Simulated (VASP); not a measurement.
# Ir (P6_3/mmc) in VASP: a series of runs, part 2 of 2

VASP 6.6.1.

## (4) Single point, PBE

This run uses another cell than the first one, of 14.56 Å³/atom, 0.952 times its volume.

INCAR reads:

```
SYSTEM = Ir
ALGO = Normal ; EDIFF = 1E-6
ENCUT = 520 ; GGA = PE
ISIF = 2 ; ISMEAR = 0
LASPH = .True. ; LCHARG = .False.
LREAL = .False. ; LWAVE = .False.
NBANDS = 16 ; NELM = 60
PREC = Accurate ; SIGMA = 0.15
```

KPOINTS reads:

```
k-points
0
Gamma
  18 18 10
  0 0 0
```

POSCAR reads:

```
Ir
1.0
    2.7478111495      0.0000000000      0.0000000000
   -1.3739055747      2.3796742603      0.0000000000
    0.0000000000      0.0000000000      4.4529609382
Ir
2
Direct
    0.6666666667      0.3333333333      0.7500000000
    0.3333333333      0.6666666667      0.2500000000
```

Potentials or basis: VASP PAW PBE potentials, release 64 (Ir).

Launch:

```console
$ cat potpaw_PBE.64/Ir/POTCAR > POTCAR
$ mpirun -np 1 vasp_std > vasp.out
```

OUTCAR:

```text
SYSTEM = Ir
   EDIFF = 1E-6
   ENCUT = 520
   GGA = PE
   ISIF = 2
   ISMEAR = 0
   LASPH = .True.
   LREAL = .False.
   NELM = 60
   PREC = Accurate

 ion  position               nearest neighbor table
   1  0.667  0.333  0.750-   2 2.73   2 2.73   2 2.73   2 2.73   2 2.73   2 2.73
   2  0.333  0.667  0.250-   1 2.73   1 2.73   1 2.73   1 2.73   1 2.73   1 2.73

  LATTYP: Found a hexagonal cell.
 ALAT       =     2.7478111495
 C/A-ratio  =     1.6205483914

  Lattice vectors:

 A1 = (   2.7478111495,   0.0000000000,   0.0000000000)
 A2 = (  -1.3739055747,   2.3796742603,   0.0000000000)
[... 627 lines left out ...]
      4       5.9569      2.00000
      5       6.1157      2.00000
      6       6.5949      2.00000
[... 8 lines left out ...]
     15      20.3988      0.00000
     16      23.0943      0.00000

 [... further k-points ...]
[... 5 lines left out ...]
  --------------------------------------------------------------------------------------
  -------------------------------------------------------------------------------------
  Total        0.1142861      0.1142861      0.1239524      0.0000000     -0.0000000      0.0000000
  in kB        6.2885556      6.2885556      6.8204401      0.0000000     -0.0000000      0.0000000
  external PRESSURE =       6.4658504 kB  Pullay stress =       0.0000000 kB

 VOLUME and BASIS-vectors are now :
 -----------------------------------------------------------------------------
  energy-cutoff  :      520.00
  volume of cell :       29.12
      direct lattice vectors                 reciprocal lattice vectors
     2.747811149  0.000000000  0.000000000     0.363926029  0.210112791  0.000000000
    -1.373905575  2.379674260  0.000000000     0.000000000  0.420225582  0.000000000
     0.000000000  0.000000000  4.452960938     0.000000000  0.000000000  0.224569677

 POSITION                                       TOTAL-FORCE (eV/Angst)
 -----------------------------------------------------------------------------------
      1.37391      0.79322      3.33972        -0.000000     -0.000000      0.000000
     -0.00000      1.58645      1.11324         0.000000      0.000000      0.000000
 -----------------------------------------------------------------------------------
    total drift:                                0.000000     -0.000000     -0.000000

  FREE ENERGIE OF THE ION-ELECTRON SYSTEM (eV)
  ---------------------------------------------------
  free  energy   TOTEN  =       -17.5655688239 eV

  energy  without entropy=      -17.5398617026  energy(sigma->0) =      -17.55271526
```

stdout:

```text
POSCAR found type information on POSCAR Ir
 POSCAR found :  1 types and       2 ions
 scaLAPACK will be used
 LDA part: xc-table for (Slater+PW92), standard interpolation
 POSCAR, INCAR and KPOINTS ok, starting setup
 FFT: planning ... GRIDC
 FFT: planning ... GRID_SOFT
 FFT: planning ... GRID
 WAVECAR not read
 entering main loop
```

Wall time 37 s (1 thread of Intel Xeon 6975P-C (Granite Rapids), shared host); peak memory 0.2 GiB.

What came out:

| Property | Result |
| --- | --- |
| Free energy | -17.5656 eV |
| Pressure | 0.6 GPa |
| Band gap on the k mesh | zero (band 9 reaches 10.96 eV, above the bottom of band 10 at 7.77 eV) |

Caveat: spin-orbit coupling is left out, which moves the levels of the heavy elements.

## (5) Single point, PBE

This run uses another cell than the first one, of 14.58 Å³/atom, 0.954 times its volume.

INCAR reads:

```
ALGO = Fast
EDIFF = 1E-7
ENCUT = 520
GGA = PE
ISIF = 2
ISMEAR = 0
LASPH = T
LCHARG = F
LREAL = F
LWAVE = F
NBANDS = 16
NELM = 80
PREC = Accurate
SIGMA = 0.15
```

KPOINTS reads:

```
k-points
0
Gamma
  18 18 10
```

POSCAR reads:

```
Ir
1.0
    2.6837000000      0.0000000000      0.0000000000
   -1.3418500000      2.3241523762      0.0000000000
    0.0000000000      0.0000000000      4.6756000000
Ir
2
Direct
    0.6666666667      0.3333333333      0.7500000000
    0.3333333333      0.6666666667      0.2500000000
```

Potentials or basis: VASP PAW PBE potentials, release 64 (Ir).

Launch:

```console
$ cat potpaw_PBE.64/Ir/POTCAR > POTCAR
$ mpirun -np 1 vasp_std > vasp.out
```

OUTCAR:

```text
EDIFF = 1E-7
   ENCUT = 520
   GGA = PE
   ISIF = 2
   ISMEAR = 0
   LASPH = T
   LREAL = F
   NELM = 80
   PREC = Accurate

 ion  position               nearest neighbor table
   1  0.667  0.333  0.750-   2 2.80   2 2.80   2 2.80   2 2.80   2 2.80   2 2.80
   2  0.333  0.667  0.250-   1 2.80   1 2.80   1 2.80   1 2.80   1 2.80   1 2.80

  LATTYP: Found a hexagonal cell.
 ALAT       =     2.6837000000
 C/A-ratio  =     1.7422215598

  Lattice vectors:

 A1 = (   2.6837000000,   0.0000000000,   0.0000000000)
 A2 = (  -1.3418500000,   2.3241523762,   0.0000000000)
 A3 = (   0.0000000000,   0.0000000000,   4.6756000000)

Analysis of symmetry for initial positions (statically):
=====================================================================
 Subroutine PRICEL returns:
 Original cell was already a primitive cell.

 Routine SETGRP: Setting up the symmetry group for a
 hexagonal supercell.

 Subroutine GETGRP returns: Found 24 space group operations
 (whereof 12 operations were pure point group operations)
 out of a pool of 24 trial point group operations.

The static configuration has the point symmetry D_3d.
 The point group associated with its full space group is D_6h.

Analysis of symmetry for dynamics (positions and initial velocities):
=====================================================================
 Subroutine PRICEL returns:
 Original cell was already a primitive cell.

 Routine SETGRP: Setting up the symmetry group for a
 hexagonal supercell.

 Subroutine GETGRP returns: Found 24 space group operations
 (whereof 12 operations were pure point group operations)
 out of a pool of 24 trial point group operations.

The dynamic configuration has the point symmetry D_3d.
 The point group associated with its full space group is D_6h.

 Subroutine INISYM returns: Found 24 space group operations
 (whereof 12 operations are pure point group operations),
 and found     1 'primitive' translations

----------------------------------------------------------------------------------------

                                     Primitive cell

  volume of cell :      29.1632

  direct lattice vectors                    reciprocal lattice vectors
     2.683700000  0.000000000  0.000000000     0.372619890  0.215132194  0.000000000
    -1.341850000  2.324152376  0.000000000     0.000000000  0.430264388  0.000000000
     0.000000000  0.000000000  4.675600000     0.000000000  0.000000000  0.213876294

  length of vectors
     2.683700000  2.683700000  4.675600000     0.430264388  0.430264388  0.213876294

  position of ions in fractional coordinates (direct lattice)
     0.666666667  0.333333333  0.750000000
     0.333333333  0.666666667  0.250000000

  ion indices of the primitive-cell ions
   primitive index   ion index
                 1           1
                 2           2

----------------------------------------------------------------------------------------

 KPOINTS: k-points

Automatic generation of k-mesh.
 Grid dimensions read from file:
 generate k-points for:   18   18   10

 Generating k-lattice:

  Cartesian coordinates                     Fractional coordinates (reciprocal lattice)
     0.020701105  0.011951789  0.000000000     0.055555556  0.000000000  0.000000000
     0.000000000  0.023903577  0.000000000     0.000000000  0.055555556  0.000000000
     0.000000000  0.000000000  0.021387629     0.000000000  0.000000000  0.100000000

  Length of vectors
     0.023903577  0.023903577  0.021387629

  Shift w.r.t. Gamma in fractional coordinates (k-lattice)
     0.000000000  0.000000000  0.000000000

 Subroutine IBZKPT returns following result:
 ===========================================

 Found    222 irreducible k-points:

 Following reciprocal coordinates:
            Coordinates               Weight
  0.000000  0.000000  0.000000      1.000000
  0.055556  0.000000  0.000000      6.000000
  0.111111  0.000000  0.000000      6.000000
  0.166667  0.000000  0.000000      6.000000
  0.222222  0.000000  0.000000      6.000000
  0.277778  0.000000  0.000000      6.000000
[... 16 lines left out ...]
  0.333333  0.111111  0.000000     12.000000
  0.388889  0.111111  0.000000     12.000000
 [... further k-points ...]
   k-points           NKPTS =    222   k-points in BZ     NKDIM =    222   number of bands    NBANDS=     16
   number of dos      NEDOS =    301   number of ions     NIONS =      2
   total plane-waves  NPLWV =  14400
   dimension x,y,z NGX =    20 NGY =   20 NGZ =   36
   dimension x,y,z NGXF=    40 NGYF=   40 NGZF=   72
   ions per type =               2
   NGX,Y,Z   is equivalent  to a cutoff of  12.39, 12.39, 12.80 a.u.
   NGXF,Y,Z  is equivalent  to a cutoff of  24.78, 24.78, 25.60 a.u.
 SYSTEM =  unknown system
   PREC   = accura    normal or accurate (medium, high low for compatibility)
   ISTART =      0    job   : 0-new  1-cont  2-samecut
   ICHARG =      2    charge: 1-file 2-atom 10-const
   ISPIN  =      1    spin polarized calculation?
   LNONCOLLINEAR =      F non collinear calculations
   LSORBIT =      F    spin-orbit coupling
   LASPH  =      T    aspherical Exc in radial PAW
   ENCUT  =  520.0 eV  38.22 Ry    6.18 a.u.   4.99  4.99  8.69*2*pi/ulx,y,z
   NELM   =     80;   NELMIN=  2; NELMDL= -5     # of ELM steps
   EDIFF  = 0.1E-06   stopping-criterion for ELM
   LREAL  =      F    real-space projection
   EDIFFG = 0.1E-05   stopping-criterion for IOM
   NSW    =      0    number of steps for IOM
   IBRION =     -1    ionic relax: 0-MD 1-quasi-New 2-CG
   NFREE  =      0    steps in history (QN), initial steepest desc. (CG)
   ISIF   =      2    stress and relaxation
   ISYM   =      2    0-nonsym 1-usesym 2-fastsym
   POTIM  = 0.5000    time-step for ionic-motion
   TEBEG  =    0.0;   TEEND  =   0.0 temperature during run
   PSTRESS=    0.0 pullay stress
   NELECT =      18.0000    total number of electrons
   NUPDOWN=      -1.0000    fix difference up-down
   EMIN   =  10.00;   EMAX   =-10.00  energy-range for DOS
   EFERMI =   0.00;   METHOD = LEGACY
   ISMEAR =     0;   SIGMA  =   0.15  broadening in eV -4-tet -1-fermi 0-gaus
   EFERMI_NEDOS =   21; number of points for ismear=-14 and -15
   IALGO  =     68    algorithm
   IMIX   =      4    mixing-type and parameters
     AMIX     =   0.40;   BMIX     =  1.00
     AMIX_MAG =   1.60;   BMIX_MAG =  1.00
  volume/ion in A,a.u.               =      14.58        98.40
  Fermi-wavevector in a.u.,A,eV,Ry     =   1.393864  2.634021 26.434167  1.942856
  Thomas-Fermi vector in A             =   2.517469
   LORBIT       =      0    0 simple, 1 ext, 2 COOP (PROOUT), +10 PAW based schemes
   GGA     = PE    functional components
   LHFCALC =     F    Hartree Fock is set to
   AEXX    =    0.0000 exact exchange contribution
   IVDW    =     0    specifies the selected vdW correction
   LEPSILON=     F    determine dielectric tensor
   LRPA    =     F    only Hartree local field effects (RPA)
 non-spin polarized calculation
 RMM-DIIS sequential band-by-band and
 Gauss-broadening in eV      SIGMA  =   0.15
  energy-cutoff  :      520.00
  volume of cell :       29.16
 maximum number of plane-waves:       825
 NGX is ok and might be reduce to    20
   NGX =  9   NGY =  9   NGZ = 17

 number of electron      17.9999999 magnetization

 Free energy of the ion-electron system (eV)
  ---------------------------------------------------
  ext. energy  EPLUGINS =         0.00000000
  ---------------------------------------------------
  free energy    TOTEN  =       -17.45600386 eV

  energy without entropy =      -17.42900734  energy(sigma->0) =      -17.44250560

 E-fermi :   9.9046     XC(G=0): -13.8031

 val. band max:        9.9042260722   @ k =   0.3889   0.1667   0.2000
 cond. band min:       9.9077852385   @ k =   0.1667   0.1667   0.4000
 fundamental gap:      0.0035591663
 Fermi energy:         9.9046020778

 k-point     1 :       0.0000    0.0000    0.0000
  band No.  band energies     occupation
      1      -0.9067      2.00000
      2       1.9112      2.00000
      3       5.5590      2.00000
      4       6.3352      2.00000
      5       6.3352      2.00000
      6       6.8092      2.00000
[... 8 lines left out ...]
     15      25.3491      0.00000
     16      27.2052      0.00000
[... 419 lines left out ...]
 k-point    24 :       0.3889    0.1111    0.0000
  band No.  band energies     occupation
      1       3.0233      2.00000
      2       3.1402      2.00000
      3       3.5062      2.00000
      4       6.1361      2.00000
      5       6.3086      2.00000
      6       6.5077      2.00000
[... 8 lines left out ...]
     15      20.3711      0.00000
     16      23.2452      0.00000

 [... further k-points ...]
[... 5 lines left out ...]
  --------------------------------------------------------------------------------------
  -------------------------------------------------------------------------------------
  Total        1.9093367      1.9093367     -2.6859311      0.0000000      0.0000000      0.0000000
  in kB      104.8955785    104.8955785   -147.5603001      0.0000000      0.0000000      0.0000000
  external PRESSURE =      20.7436190 kB  Pullay stress =       0.0000000 kB

 VOLUME and BASIS-vectors are now :
 -----------------------------------------------------------------------------
  energy-cutoff  :      520.00
  volume of cell :       29.16
      direct lattice vectors                 reciprocal lattice vectors
     2.683700000  0.000000000  0.000000000     0.372619890  0.215132194  0.000000000
    -1.341850000  2.324152376  0.000000000     0.000000000  0.430264388  0.000000000
     0.000000000  0.000000000  4.675600000     0.000000000  0.000000000  0.213876294

 POSITION                                       TOTAL-FORCE (eV/Angst)
 -----------------------------------------------------------------------------------
      1.34185      0.77472      3.50670        -0.000000      0.000000      0.000000
     -0.00000      1.54943      1.16890         0.000000      0.000000      0.000000
 -----------------------------------------------------------------------------------
    total drift:                               -0.000000      0.000000     -0.000000

  FREE ENERGIE OF THE ION-ELECTRON SYSTEM (eV)
  ---------------------------------------------------
  free  energy   TOTEN  =       -17.4560038557 eV

  energy  without entropy=      -17.4290073422  energy(sigma->0) =      -17.44250560
```

stdout:

```text
POSCAR found type information on POSCAR Ir
 POSCAR found :  1 types and       2 ions
 scaLAPACK will be used
 LDA part: xc-table for (Slater+PW92), standard interpolation
 POSCAR, INCAR and KPOINTS ok, starting setup
 FFT: planning ... GRIDC
 FFT: planning ... GRID_SOFT
 FFT: planning ... GRID
 WAVECAR not read
 entering main loop
```

It took 56 s on 1 thread of Intel Xeon 6975P-C (Granite Rapids), shared host; peak memory 0.2 GiB.

What came out:

```yaml
Free_energy: -17.4560 eV
Pressure: 2.1 GPa
Band_gap_on_the_k_mesh: zero (band 9 reaches 11.29 eV, above the bottom of band 10 at 7.76 eV)
```

Caveat: spin-orbit coupling is left out, which moves the levels of the heavy elements.

## (6) Summary

| cell | gap on the mesh (eV) | pressure (GPa) |
| --- | --- | --- |
| a = 2.748, b = 2.748, c = 4.676 Å, angles 90.0, 90.0, 120.0°, 2 atoms | none | -13.7 |
| a = 2.748, b = 2.748, c = 4.691 Å, angles 90.0, 90.0, 120.0°, 2 atoms | none | -14.4 |
| a = 2.748, b = 2.748, c = 4.453 Å, angles 90.0, 90.0, 120.0°, 2 atoms | none | 0.6 |
| a = 2.684, b = 2.684, c = 4.676 Å, angles 90.0, 90.0, 120.0°, 2 atoms | none | 2.1 |

Alike in all rows: task single point; level PBE; potentials or basis VASP PAW PBE potentials, release 64 (Ir); no spin polarisation; k mesh 18 × 18 × 10; cutoff (eV) 520; smearing gaussian 0.15 eV.

Caveats: spin-orbit coupling is left out, which moves the levels of the heavy elements.

Absolute energies hang on the potentials; compare differences alone.
